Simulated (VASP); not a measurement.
# Ta2C (P-3m1) in VASP: notebook, part 2 of 3

VASP 6.6.1.

**4. Single point, PBEsol (strain -0.025 along x and y, +0.025 along z)**

The input, INCAR:

```
PREC     = Accurate       # precision mode
ENCUT    = 520            # plane-wave cutoff, eV
EDIFF    = 1E-6           # SCF threshold, eV
ISMEAR   = 0              # smearing method
SIGMA    = 0.15           # smearing width, eV
LREAL    = False          # projectors in reciprocal space
LASPH    = True           # aspherical terms in the spheres
NELM     = 80             # most SCF steps
ALGO     = Normal         # electronic algorithm
ISIF     = 2              # what is computed and relaxed
LWAVE    = False          # write WAVECAR
LCHARG   = False          # write CHGCAR
GGA      = PS             # functional
NBANDS   = 20             # bands
```

The input, KPOINTS:

```
Automatic mesh
0
Gamma
  18 18 10
```

The input, POSCAR:

```
Ta2C
1.0
    3.0179181868      0.0000000000      0.0000000000
   -1.5089590934      2.6135938163      0.0000000000
    0.0000000000      0.0000000000      5.0441072866
Ta C
2 1
Direct
    0.3333333333      0.6666666667      0.2528761934
    0.6666666667      0.3333333333      0.7471238066
    0.0000000000      0.0000000000      0.0000000000
```

Potentials or basis: VASP PAW PBE potentials, release 64 (Ta_pv, C).

Run with:

```bash
> cat potpaw_PBE.64/Ta_pv/POTCAR potpaw_PBE.64/C/POTCAR > POTCAR
> mpirun -np 1 vasp_std > vasp.out
```

OUTCAR:

```text
PREC = Accurate
   ENCUT = 520
   EDIFF = 1E-6
   ISMEAR = 0
   LREAL = False
   LASPH = True
   NELM = 80
   ISIF = 2
   GGA = PS

 ion  position               nearest neighbor table
   1  0.333  0.667  0.253-   3 2.16   3 2.16   3 2.16   2 3.04   2 3.04   2 3.04   2 3.09   2 3.09
                             2 3.09
   2  0.667  0.333  0.747-   3 2.16   3 2.16   3 2.16   1 3.04   1 3.04   1 3.04   1 3.09   1 3.09
                             1 3.09
   3  0.000  0.000  0.000-   1 2.16   2 2.16   1 2.16   2 2.16   2 2.16   1 2.16

  LATTYP: Found a hexagonal cell.
 ALAT       =     3.0179181868
 C/A-ratio  =     1.6713863579

  Lattice vectors:

 A1 = (   3.0179181868,   0.0000000000,   0.0000000000)
 A2 = (  -1.5089590934,   2.6135938163,   0.0000000000)
 A3 = (   0.0000000000,   0.0000000000,   5.0441072866)

Analysis of symmetry for initial positions (statically):
=====================================================================
 Subroutine PRICEL returns:
 Original cell was already a primitive cell.

 Routine SETGRP: Setting up the symmetry group for a
 hexagonal supercell.

 Subroutine GETGRP returns: Found 12 space group operations
 (whereof 12 operations were pure point group operations)
 out of a pool of 24 trial point group operations.

The static configuration has the point symmetry D_3d.

Analysis of symmetry for dynamics (positions and initial velocities):
=====================================================================
 Subroutine PRICEL returns:
 Original cell was already a primitive cell.

 Routine SETGRP: Setting up the symmetry group for a
 hexagonal supercell.

 Subroutine GETGRP returns: Found 12 space group operations
 (whereof 12 operations were pure point group operations)
 out of a pool of 24 trial point group operations.

The dynamic configuration has the point symmetry D_3d.

 Subroutine INISYM returns: Found 12 space group operations
 (whereof 12 operations are pure point group operations),
[... 115 lines left out ...]
   IALGO  =     38    algorithm
   IMIX   =      4    mixing-type and parameters
     AMIX     =   0.40;   BMIX     =  1.00
     AMIX_MAG =   1.60;   BMIX_MAG =  1.00
  volume/ion in A,a.u.               =      13.26        89.50
  Fermi-wavevector in a.u.,A,eV,Ry     =   1.420657  2.684653 27.460191  2.018267
  Thomas-Fermi vector in A             =   2.541549
   LORBIT       =      0    0 simple, 1 ext, 2 COOP (PROOUT), +10 PAW based schemes
   GGA     = PS    functional components
   LHFCALC =     F    Hartree Fock is set to
   AEXX    =    0.0000 exact exchange contribution
   IVDW    =     0    specifies the selected vdW correction
   LEPSILON=     F    determine dielectric tensor
   LRPA    =     F    only Hartree local field effects (RPA)
 non-spin polarized calculation
 Gauss-broadening in eV      SIGMA  =   0.15
  energy-cutoff  :      520.00
  volume of cell :       39.79
 maximum number of plane-waves:      1099
 NGX is ok and might be reduce to    24
   NGX = 11   NGY = 11   NGZ = 19

 number of electron      25.9999998 magnetization

 Free energy of the ion-electron system (eV)
  ---------------------------------------------------
  ext. energy  EPLUGINS =         0.00000000
  ---------------------------------------------------
  free energy    TOTEN  =       -36.59920414 eV

  energy without entropy =      -36.59209250  energy(sigma->0) =      -36.59564832

 E-fermi :   6.7286     XC(G=0): -13.0776

 val. band max:        6.7056320702   @ k =   0.0000   0.0556   0.4000
 cond. band min:       6.7288124920   @ k =   0.1667  -0.0000   0.1000
 fundamental gap:      0.0231804218
 Fermi energy:         6.7286182309

 k-point     1 :       0.0000    0.0000    0.0000
  band No.  band energies     occupation
      1     -28.0210      2.00000
      2     -27.2016      2.00000
      3     -27.2016      2.00000
      4     -27.1177      2.00000
      5     -27.1057      2.00000
      6     -27.1057      2.00000
[... 541 lines left out ...]
     19      12.9326      0.00000
     20      13.1127      0.00000

 [... further k-points ...]

------------------------ aborting loop because EDIFF is reached ----------------------------------------

  FORCE on cell =-STRESS in cart. coord.  units (eV):
  Direction    XX          YY          ZZ          XY          YZ          ZX
  --------------------------------------------------------------------------------------
  -------------------------------------------------------------------------------------
  Total        3.7184663      3.7184663     -1.1214928      0.0000000     -0.0000000      0.0000000
  in kB      149.7423225    149.7423225    -45.1624208      0.0000000     -0.0000000      0.0000000
  external PRESSURE =      84.7740747 kB  Pullay stress =       0.0000000 kB

 VOLUME and BASIS-vectors are now :
 -----------------------------------------------------------------------------
  energy-cutoff  :      520.00
  volume of cell :       39.79
      direct lattice vectors                 reciprocal lattice vectors
     3.017918187  0.000000000  0.000000000     0.331354244  0.191307462  0.000000000
    -1.508959093  2.613593816  0.000000000     0.000000000  0.382614924  0.000000000
     0.000000000  0.000000000  5.044107287     0.000000000  0.000000000  0.198251136

 POSITION                                       TOTAL-FORCE (eV/Angst)
 -----------------------------------------------------------------------------------
     -0.00000      1.74240      1.27553         0.000000      0.000000      0.139816
      1.50896      0.87120      3.76857        -0.000000      0.000000     -0.139816
      0.00000      0.00000      0.00000         0.000000      0.000000      0.000000
 -----------------------------------------------------------------------------------
    total drift:                                0.000000     -0.000000     -0.000000

  FREE ENERGIE OF THE ION-ELECTRON SYSTEM (eV)
  ---------------------------------------------------
  free  energy   TOTEN  =       -36.5992041390 eV

  energy  without entropy=      -36.5920924972  energy(sigma->0) =      -36.59564832
```

OSZICAR:

```text
N       E                     dE             d eps       ncg     rms          rms(c)
DAV:   1     0.198567943156E+03    0.19857E+03   -0.14875E+04 13200   0.137E+03
DAV:   2    -0.324157495177E+02   -0.23098E+03   -0.22571E+03 14924   0.382E+02
DAV:   3    -0.404395143965E+02   -0.80238E+01   -0.79325E+01 16820   0.641E+01
DAV:   4    -0.405262759152E+02   -0.86762E-01   -0.86559E-01 15952   0.656E+00
DAV:   5    -0.405270859616E+02   -0.81005E-03   -0.80982E-03 16436   0.590E-01    0.300E+01
DAV:   6    -0.368540113371E+02    0.36731E+01   -0.17215E+01 16204   0.240E+01    0.129E+01
DAV:   7    -0.366458374444E+02    0.20817E+00   -0.14824E+00 14864   0.759E+00    0.608E+00
DAV:   8    -0.366038104282E+02    0.42027E-01   -0.16695E-01 16008   0.280E+00    0.537E-01
DAV:   9    -0.365995946570E+02    0.42158E-02   -0.20869E-02 16028   0.912E-01    0.189E-01
DAV:  10    -0.365992468575E+02    0.34780E-03   -0.30364E-03 16696   0.439E-01    0.537E-02
DAV:  11    -0.365992042719E+02    0.42586E-04   -0.29415E-04 15444   0.111E-01    0.266E-02
DAV:  12    -0.365992044870E+02   -0.21513E-06   -0.20167E-05 15380   0.342E-02    0.697E-03
DAV:  13    -0.365992041390E+02    0.34805E-06   -0.34474E-06 14648   0.127E-02
   1 F= -.36599204E+02 E0= -.36595648E+02  d E =-.711164E-02
```

Wall time 3.1 min (1 thread of Intel Xeon Platinum 8259CL at 2.50GHz (Skylake/Cascade Lake), shared host); peak memory 0.35 GiB.

What came out:

- Free energy: -36.5992 eV
- Pressure: 8.5 GPa
- Largest force: 0.140 eV/Å
- Band gap on the k mesh: zero (bands 13 and 14 overlap by 0.62 eV)

Forces in eV/Å, atoms in the order of the input:
```
Ta   0.000  0.000  0.140
Ta   0.000  0.000 -0.140
C    0.000  0.000  0.000
```

Caveat: the cell differs from its parent crystal (strain -0.025 along x and y, +0.025 along z); the stress differs along the axes, from -5 to 15 GPa; the PAW data sets were made with another functional, which shifts forces and pressure a little; spin-orbit coupling is left out, which moves the levels of the heavy elements.

**5. Single point, PBEsol (strain +0.000 along x and y, -0.025 along z)**

The input, INCAR:

```
SYSTEM = Ta2C
PREC = Accurate
ENCUT = 520
EDIFF = 1E-7
ISMEAR = 0
SIGMA = 0.15
LREAL = .FALSE.
LASPH = .TRUE.
NELM = 80
ALGO = Normal
ISIF = 2
LWAVE = .FALSE.
LCHARG = .FALSE.
GGA = PS
NBANDS = 20
```

The input, KPOINTS:

```
regular mesh
0
G
  18 18 10
  0 0 0
```

The input, POSCAR:

```
Ta2C
1.0
    3.0953007044      0.0000000000      0.0000000000
   -1.5476503522      2.6806090424      0.0000000000
    0.0000000000      0.0000000000      4.7980532726
Ta C
2 1
Direct
    0.3333333333      0.6666666667      0.2528761934
    0.6666666667      0.3333333333      0.7471238066
    0.0000000000      0.0000000000      0.0000000000
```

Run with:

```bash
> cat potpaw_PBE.64/Ta_pv/POTCAR potpaw_PBE.64/C/POTCAR > POTCAR
> mpirun -np 1 vasp_std > vasp.out
```

It took 2.9 min on 1 thread of Intel Xeon Platinum 8259CL at 2.50GHz (Skylake/Cascade Lake), shared host; peak memory 0.34 GiB.

Results (log left out):

```
Free energy            : -36.6569 eV
Pressure               : 8.6 GPa
Largest force          : 0.328 eV/Å
Band gap on the k mesh : zero (bands 13 and 14 overlap by 0.95 eV)
```

Forces in eV/Å, atoms in the order of the input:
```
Ta   0.000  0.000  0.328
Ta   0.000  0.000 -0.328
C    0.000  0.000  0.000
```

Stress tensor (GPa, compression positive):
```
 5.27  0.00  0.00
 0.00  5.27  0.00
 0.00  0.00 15.39
```

Levels at points of the mesh, in eV from the Fermi level:
```tsv
k point	band 9	band 10	band 11	band 12	band 13	band 14	band 15	band 16	band 17	band 18
(0.00, 0.00, 0.00)	-3.78	-3.78	-2.75	0.25	0.57	0.57	1.02	1.02	2.49	2.49
(0.50, 0.00, 0.00)	-4.24	-4.16	-3.83	-1.83	-0.16	3.42	3.84	4.92	5.18	5.49
(0.00, 0.00, 0.50)	-4.07	-4.07	-1.65	-1.38	-0.38	-0.38	3.15	3.15	3.76	3.76
(0.50, 0.00, 0.50)	-4.58	-3.67	-2.49	-1.12	-0.92	1.55	1.80	4.34	4.95	5.01
```

Caveat: the cell differs from its parent crystal (strain +0.000 along x and y, -0.025 along z); the stress differs along the axes, from 5 to 15 GPa; the PAW data sets were made with another functional, which shifts forces and pressure a little; spin-orbit coupling is left out, which moves the levels of the heavy elements.

**6. Single point, PBEsol (strain -0.025 along x and y, +0.050 along z)**

The input, INCAR:

```
SYSTEM = Ta2C
ALGO     = Normal         ! electronic algorithm
EDIFF    = 1E-7           ! SCF threshold, eV
ENCUT    = 520            ! plane-wave cutoff, eV
GGA      = PS             ! functional
ISIF     = 2              ! what is computed and relaxed
ISMEAR   = 0              ! smearing method
LASPH    = .TRUE.         ! aspherical terms in the spheres
LCHARG   = .FALSE.        ! write CHGCAR
LREAL    = .FALSE.        ! projectors in reciprocal space
LWAVE    = .FALSE.        ! write WAVECAR
NBANDS   = 20             ! bands
NELM     = 80             ! most SCF steps
PREC     = Accurate       ! precision mode
SIGMA    = 0.15           ! smearing width, eV
```

The input, KPOINTS:

```
k-points
0
G
  18 18 10
  0 0 0
```

The input, POSCAR:

```
Ta2C
1.0
    3.0179181868      0.0000000000      0.0000000000
   -1.5089590934      2.6135938163      0.0000000000
    0.0000000000      0.0000000000      5.1671342936
Ta C
2 1
Direct
    0.3333333333      0.6666666667      0.2528761934
    0.6666666667      0.3333333333      0.7471238066
    0.0000000000      0.0000000000      0.0000000000
```

Potentials or basis: VASP PAW PBE potentials, release 64 (Ta_pv, C).

Run with:

```bash
> cat potpaw_PBE.64/Ta_pv/POTCAR potpaw_PBE.64/C/POTCAR > POTCAR
> mpirun -np 1 vasp_std > vasp.out
```

Wall time 2.8 min (1 thread of Intel Xeon Platinum 8259CL at 2.50GHz (Skylake/Cascade Lake), shared host); peak memory 0.35 GiB.

The run converged. Its results:

- Free energy: -36.5319 eV
- Pressure: 1.2 GPa
- Largest force: 0.190 eV/Å
- Band gap on the k mesh: zero (bands 13 and 14 overlap by 0.56 eV)

Forces on the atoms (eV/Å):
```
Ta   0.000  0.000 -0.190
Ta   0.000  0.000  0.190
C    0.000  0.000  0.000
```

Stress tensor (GPa, compression positive):
```
 10.63   0.00   0.00
  0.00  10.63   0.00
  0.00   0.00 -17.53
```

Levels at points of the mesh, in eV from the Fermi level:
| k point | band 10 | band 11 | band 12 | band 13 | band 14 | band 15 | band 16 | band 17 |
| --- | --- | --- | --- | --- | --- | --- | --- | --- |
| (0.00, 0.00, 0.00) | -3.23 | -3.23 | -0.66 | 0.48 | 0.48 | 1.67 | 1.67 | 2.41 |
| (0.50, 0.00, 0.00) | -3.85 | -3.73 | -1.63 | -0.22 | 2.44 | 4.11 | 4.47 | 5.51 |
| (0.00, 0.00, 0.50) | -3.41 | -2.40 | -1.87 | -0.04 | -0.04 | 3.01 | 3.01 | 3.28 |
| (0.50, 0.00, 0.50) | -3.36 | -2.85 | -1.04 | -0.88 | 1.07 | 1.81 | 4.93 | 4.96 |

Caveat: the cell differs from its parent crystal (strain -0.025 along x and y, +0.050 along z); the stress differs along the axes, from -18 to 11 GPa; the PAW data sets were made with another functional, which shifts forces and pressure a little; spin-orbit coupling is left out, which moves the levels of the heavy elements.

(Part 2 of 3 ends here.)

The gap in the log of VASP goes by the Fermi energy; the results here count the filled bands.